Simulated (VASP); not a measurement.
# Ta (Im-3m) in VASP: a series of runs, part 2 of 2

VASP 6.6.1. Earlier steps stand in the parts before.

**5. Relaxation of cell and atoms, r2SCAN, target pressure 50.2 GPa, at which the enthalpy is minimised**

This run uses another cell than the first one, of 15.09 Å³/atom.

File POSCAR:

```
Ta
1.0
   -1.5566031478      1.5566031478      1.5566031478
    1.5566031478     -1.5566031478      1.5566031478
    1.5566031478      1.5566031478     -1.5566031478
Ta
1
Direct
    0.0000000000      0.0000000000      0.0000000000
```

File INCAR.step1:

```
SYSTEM = Ta
ALGO = Normal ; EDIFF = 1E-4
ENCUT = 600 ; GGA = PE
ISMEAR = -1 ; LASPH = .True.
LCHARG = .False. ; LREAL = .False.
LWAVE = .True. ; NELM = 100
PREC = Accurate ; SIGMA = 0.1
```

File INCAR.step2:

```
SYSTEM = Ta
ALGO = Normal ; EDIFF = 1E-6
EDIFFG = -0.002 ; ENCUT = 600
IBRION = 2 ; ISIF = 3
ISMEAR = -1 ; ISTART = 1
LASPH = .True. ; LCHARG = .False.
LMIXTAU = .True. ; LREAL = .False.
LWAVE = .False. ; METAGGA = R2SCAN
NELM = 100 ; NSW = 80
PREC = Accurate ; PSTRESS = 502.0
SIGMA = 0.1
```

File KPOINTS:

```
k-points
0
Gamma
  18 18 18
  0 0 0
```

Potentials or basis: VASP PAW PBE potentials, release 64 (Ta_pv).

Launch:

```
$ cat potpaw_PBE.64/Ta_pv/POTCAR > POTCAR
$ cp INCAR.step1 INCAR
$ mpirun -np 1 vasp_std > vasp.out
$ cp INCAR.step2 INCAR
$ mpirun -np 1 vasp_std > vasp.out
```

OUTCAR:

```text
SYSTEM = Ta
   EDIFF = 1E-6
   EDIFFG = -0.002
   ENCUT = 600
   IBRION = 2
   ISIF = 3
   ISMEAR = -1
   ISTART = 1
   LASPH = .True.
   LREAL = .False.
   METAGGA = R2SCAN
   NELM = 100
   NSW = 80
   PREC = Accurate
   PSTRESS = 502.0

 ion  position               nearest neighbor table
   1  0.000  0.000  0.000-

  LATTYP: Found a body centered cubic cell.
 ALAT       =     3.1132062956

  Lattice vectors:

 A1 = (  -1.5566031478,   1.5566031478,   1.5566031478)
 A2 = (   1.5566031478,  -1.5566031478,   1.5566031478)
 A3 = (   1.5566031478,   1.5566031478,  -1.5566031478)

Analysis of symmetry for initial positions (statically):
=====================================================================
 Subroutine PRICEL returns:
 Original cell was already a primitive cell.
[... 249 lines left out ...]
  free energy    TOTEN  =       -48.19738822 eV

  energy without entropy =      -48.16392834  energy(sigma->0) =      -48.18065828

 E-fermi :   6.8099     XC(G=0): -14.8086

 val. band max:        6.7840451317   @ k =  -0.3333   0.3889   0.0556
 cond. band min:       6.8215834481   @ k =  -0.1667   0.1667   0.0556
 fundamental gap:      0.0375383164
 Fermi energy:         6.8099101129

 k-point     1 :       0.0000    0.0000    0.0000
  band No.  band energies     occupation
      1     -26.6797      2.00000
      2     -26.6797      2.00000
      3     -26.6797      2.00000
      4      -2.1231      2.00000
      5       7.6040      0.00071
      6       7.6040      0.00071
      7       7.6040      0.00071
      8      11.7372      0.00000
      9      11.7372      0.00000
[... 265 lines left out ...]
 k-point    24 :       0.3889    0.1111    0.0000
  band No.  band energies     occupation
      1     -28.6763      2.00000
      2     -27.4055      2.00000
      3     -26.7982      2.00000
      4       1.9168      2.00000
      5       4.8029      2.00000
      6       8.0409      0.00001
      7      11.5395      0.00000
      8      13.2647      0.00000
      9      16.8455      0.00000

 [... further k-points ...]
[... 5 lines left out ...]
  --------------------------------------------------------------------------------------
  -------------------------------------------------------------------------------------
  Total        4.7494000      4.7494000      4.7494000     -0.0000000      0.0000000     -0.0000000
  in kB      502.1345048    502.1345048    502.1345048     -0.0000000      0.0000000     -0.0000000
  external PRESSURE =       0.1345048 kB  Pullay stress =     502.0000000 kB
[... 20 lines left out ...]
  energy  without entropy=      -48.1639283361  energy(sigma->0) =      -48.18065828

  enthalpy is  TOTEN    =       -43.4492604617 eV   P V=        4.7481277566

 reached required accuracy - stopping structural energy minimisation
```

It took 4.1 min on 1 thread of AMD EPYC 7R13 (Zen 3), shared host; peak memory 0.15 GiB.

What came out:

```
Free energy                                                : -48.1974 eV
Relaxed volume                                             : 15.15 Å³/atom
Relaxed cell                                               : a = 2.700 Å, b = 2.700 Å, c = 2.700 Å, α = 109.47°, β = 109.47°, γ = 109.47°
Space group after relaxing (to 0.1 Å)                      : Im-3m (No. 229)
Energy change on relaxing (the run minimises the enthalpy) : -21.5 meV/atom
Ionic steps                                                : 3
Pressure after relaxing                                    : 50.2 GPa
Band gap on the k mesh                                     : zero (an odd number of electrons rules out a gap without spin polarisation)
```

The path:
```csv
step,energy change (eV),largest force (eV/Å),pressure (GPa),volume (Å³)
1,0.0000,0.0000,51.86,15.09
2,-0.1021,0.0000,43.62,15.43
3,-0.0215,0.0000,50.21,15.15
```

Final structure:
```
Ta
1.0
    -1.55892    1.55892    1.55892
     1.55892   -1.55892    1.55892
     1.55892    1.55892   -1.55892
Ta
1
Direct
  0.00000 0.00000 0.00000
```

Levels at points of the mesh, in eV from the Fermi level:
| k point | band 4 | band 5 | band 6 | band 7 | band 8 | band 9 |
| --- | --- | --- | --- | --- | --- | --- |
| (0.00, 0.00, 0.00) | -8.93 | 0.79 | 0.79 | 0.79 | 4.93 | 4.93 |
| (0.50, 0.00, 0.00) | -5.44 | -2.19 | 2.53 | 4.97 | 6.24 | 9.94 |
| (0.50, 0.50, 0.50) | -5.18 | -5.18 | 8.64 | 8.64 | 8.64 | 10.90 |

Caveat: the cell is relaxed towards a set pressure, so the run minimises the enthalpy, not the energy; the PAW data sets were made with another functional, which shifts forces and pressure a little; spin-orbit coupling is left out, which moves the levels of the heavy elements. Zero-point motion and thermal expansion aren't in these numbers.

**6. Relaxation of cell and atoms, r2SCAN, target pressure 20.8 GPa, at which the enthalpy is minimised**

This run uses another cell than the first one, of 16.41 Å³/atom.

File POSCAR:

```
Ta
1.0
   -1.6008425121      1.6008425121      1.6008425121
    1.6008425121     -1.6008425121      1.6008425121
    1.6008425121      1.6008425121     -1.6008425121
Ta
1
Direct
    0.0000000000      0.0000000000      0.0000000000
```

File INCAR.step1:

```
SYSTEM = Ta
PREC = Accurate ; ENCUT = 600
ISMEAR = -1 ; SIGMA = 0.1
LREAL = .False. ; LASPH = .True.
NELM = 100 ; GGA = PE
ALGO = Normal ; EDIFF = 1E-4
LWAVE = .True. ; LCHARG = .False.
```

File INCAR.step2:

```
SYSTEM = Ta
PREC = Accurate ; ENCUT = 600
EDIFF = 1E-6 ; ISMEAR = -1
SIGMA = 0.1 ; LREAL = .False.
LASPH = .True. ; NELM = 100
ALGO = Normal ; ISIF = 3
LWAVE = .False. ; LCHARG = .False.
METAGGA = R2SCAN ; LMIXTAU = .True.
IBRION = 2 ; NSW = 80
EDIFFG = -0.002 ; PSTRESS = 208.0
ISTART = 1
```

File KPOINTS:

```
Automatic mesh
0
Gamma
  18 18 18
  0 0 0
```

Potentials or basis: VASP PAW PBE potentials, release 64 (Ta_pv).

Launch:

```
$ cat potpaw_PBE.64/Ta_pv/POTCAR > POTCAR
$ cp INCAR.step1 INCAR
$ mpirun -np 1 vasp_std > vasp.out
$ cp INCAR.step2 INCAR
$ mpirun -np 1 vasp_std > vasp.out
```

It took 15 min on 1 thread of AMD EPYC 7R13 (Zen 3), shared host; peak memory 0.16 GiB.

Results (log left out):

* Free energy: -48.5077 eV
* Relaxed volume: 16.59 Å³/atom
* Relaxed cell: a = 2.783 Å, b = 2.783 Å, c = 2.783 Å, α = 109.47°, β = 109.47°, γ = 109.47°
* Space group after relaxing (to 0.1 Å): Im-3m (No. 229)
* Energy change on relaxing (the run minimises the enthalpy): -25.4 meV/atom
* Ionic steps: 27
* Pressure after relaxing: 20.8 GPa
* Band gap on the k mesh: zero (an odd number of electrons rules out a gap without spin polarisation)

The path:
```
step  energy change (eV)  largest force (eV/Å)  pressure (GPa)  volume (Å³)
   1              0.0000                0.0000           23.90        16.41
   2             -0.0844                0.0000           11.87        17.17
   3             -0.0258                0.0000           20.76        16.59
   4             -0.0253                0.0000           20.83        16.59
   5             -0.0253                0.0000           20.84        16.59
   6             -0.0253                0.0000           20.83        16.59
   7             -0.0253                0.0000           20.82        16.59
   8             -0.0253                0.0000           20.82        16.59
   9             -0.0253                0.0000           20.82        16.59
  10             -0.0253                0.0000           20.82        16.59
  11             -0.0253                0.0000           20.82        16.59
  12             -0.0253                0.0000           20.82        16.59
  13             -0.0254                0.0000           20.82        16.59
  14             -0.0254                0.0000           20.82        16.59
  15             -0.0255                0.0000           20.83        16.59
  16             -0.0257                0.0000           20.83        16.59
  17             -0.0262                0.0000           20.71        16.60
  18             -0.0258                0.0000           20.66        16.60
  19             -0.0258                0.0000           20.74        16.59
  20             -0.0257                0.0000           20.76        16.59
  21             -0.0257                0.0000           20.76        16.59
  22             -0.0255                0.0000           20.74        16.59
  23             -0.0250                0.0000           20.87        16.59
  24             -0.0253                0.0000           20.90        16.59
  25             -0.0254                0.0000           20.86        16.59
  26             -0.0254                0.0000           20.82        16.59
  27             -0.0254                0.0000           20.81        16.59
```

Final structure:
```xyz
1
Lattice="-1.6068 1.6068 1.6068 1.6068 -1.6068 1.6068 1.6068 1.6068 -1.6068" Properties=species:S:1:pos:R:3 pbc="T T T"
Ta    0.0000    0.0000    0.0000
```

Levels at points of the mesh, in eV from the Fermi level:
| k point | band 3 | band 4 | band 5 | band 6 | band 7 | band 8 |
| --- | --- | --- | --- | --- | --- | --- |
| (0.00, 0.00, 0.00) | -33.88 | -8.64 | 0.82 | 0.82 | 0.82 | 4.61 |
| (0.50, 0.00, 0.00) | -33.90 | -4.97 | -1.85 | 1.90 | 4.55 | 5.71 |
| (0.50, 0.50, 0.50) | -34.98 | -4.50 | -4.50 | 7.81 | 7.81 | 7.81 |

Caveat: the cell is relaxed towards a set pressure, so the run minimises the enthalpy, not the energy; the PAW data sets were made with another functional, which shifts forces and pressure a little; spin-orbit coupling is left out, which moves the levels of the heavy elements.

**7. Summary**

```tsv
task	cell	k mesh	cutoff (eV)	smearing	gap on the mesh (eV)	pressure (GPa)
relaxation of cell and atoms	relaxed to 50.2 GPa from a = 2.860 Å, angles 109.5°, 1 atom	8 × 8 × 8	600	gaussian 0.1 eV	none	50.4
single point	a = 2.780 Å, angles 109.5°, 1 atom	18 × 18 × 18	520	fermi-dirac 0.1 eV	none	21.8
relaxation of cell and atoms	relaxed to 50.2 GPa from a = 2.696 Å, angles 109.5°, 1 atom	18 × 18 × 18	600	fermi-dirac 0.1 eV	none	50.2
relaxation of cell and atoms	relaxed to 20.8 GPa from a = 2.773 Å, angles 109.5°, 1 atom	18 × 18 × 18	600	fermi-dirac 0.1 eV	none	20.8
```

Alike in all rows: level r2SCAN; potentials or basis VASP PAW PBE potentials, release 64 (Ta_pv); no spin polarisation.

Caveats: the PAW data sets were made with another functional, which shifts forces and pressure a little; spin-orbit coupling is left out, which moves the levels of the heavy elements; the cell is relaxed towards a set pressure, so the run minimises the enthalpy, not the energy (at least some runs); the volume moved by over 15 % at a fixed basis, so the end points are rough (at least some runs); the cell stands under pressure (at least some runs).

Total energies depend on the potentials used, so only differences within one code and one set of settings carry meaning.

The gap in the log of VASP goes by the Fermi energy; the results here count the filled bands.